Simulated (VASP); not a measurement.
Write the native input for VASP 6.6.1 that does the following.

| Item | Value |
| --- | --- |
| Task | single point |
| Functional | r2SCAN |
| Potentials or basis | VASP PAW PBE potentials, release 64 (Cs_sv, Cl) |
| Cutoff | 550 eV |
| k mesh | 6 × 6 × 6 |
| Occupations | gaussian, width 0.01 eV |
| Spin | no spin polarisation |
| Dipole correction | no |
| Further INCAR settings | ALGO = Normal; EDIFF = 1e-06; NBANDS = 15 |

Crystal: CsCl.

```
CELL_PARAMETERS angstrom
4.05615 0.00000 0.00000
0.00000 4.05615 0.00000
0.00000 0.00000 4.05615
ATOMIC_POSITIONS crystal
Cs 0.00000 0.00000 0.00000
Cl 0.50000 0.50000 0.50000
```

This cell differs from its parent crystal: volume changed by -6%.

The input as run:

POSCAR

```
CsCl
1.0
    4.0561485786      0.0000000000      0.0000000000
    0.0000000000      4.0561485786      0.0000000000
    0.0000000000      0.0000000000      4.0561485786
Cs Cl
1 1
Direct
    0.0000000000      0.0000000000      0.0000000000
    0.5000000000      0.5000000000      0.5000000000
```

INCAR.step1

```
  PREC = Accurate
  ENCUT = 550
  ISMEAR = 0
  SIGMA = 0.01
  LREAL = F
  LASPH = T
  NELM = 120
  NBANDS = 15
  GGA = PE
  ALGO = Normal
  EDIFF = 1E-5
  LWAVE = T
  LCHARG = F
  GGA_COMPAT = F
```

INCAR.step2

```
  PREC = Accurate
  ENCUT = 550
  EDIFF = 1E-6
  ISMEAR = 0
  SIGMA = 0.01
  LREAL = F
  LASPH = T
  NELM = 120
  ALGO = Normal
  ISIF = 2
  LWAVE = F
  LCHARG = T
  METAGGA = R2SCAN
  LMIXTAU = T
  LELF = T
  LVHAR = T
  NBANDS = 15
  ISTART = 1
  GGA_COMPAT = F
```

KPOINTS

```
Automatic mesh
0
Gamma
  6 6 6
```

Potentials or basis: VASP PAW PBE potentials, release 64 (Cs_sv, Cl).

Launch:

```sh
$ cat potpaw_PBE.64/Cs_sv/POTCAR potpaw_PBE.64/Cl/POTCAR > POTCAR
$ cp INCAR.step1 INCAR
$ mpirun -np 1 vasp_std > vasp.out
$ cp INCAR.step2 INCAR
$ mpirun -np 1 vasp_std > vasp.out
```

Results of the run:

```json
{
  "Pressure": "1.4 GPa",
  "Band gap on the k mesh": "5.85 eV, direct"
}
```

Caveat: the PAW data sets were made with another functional, which shifts forces and pressure a little; spin-orbit coupling is left out, which moves the levels of the heavy elements.

Wall time 22 s on 1 thread of Intel(R) Xeon(R) 6975P-C (Granite Rapids), on a shared host, peak memory 0.19 GiB.
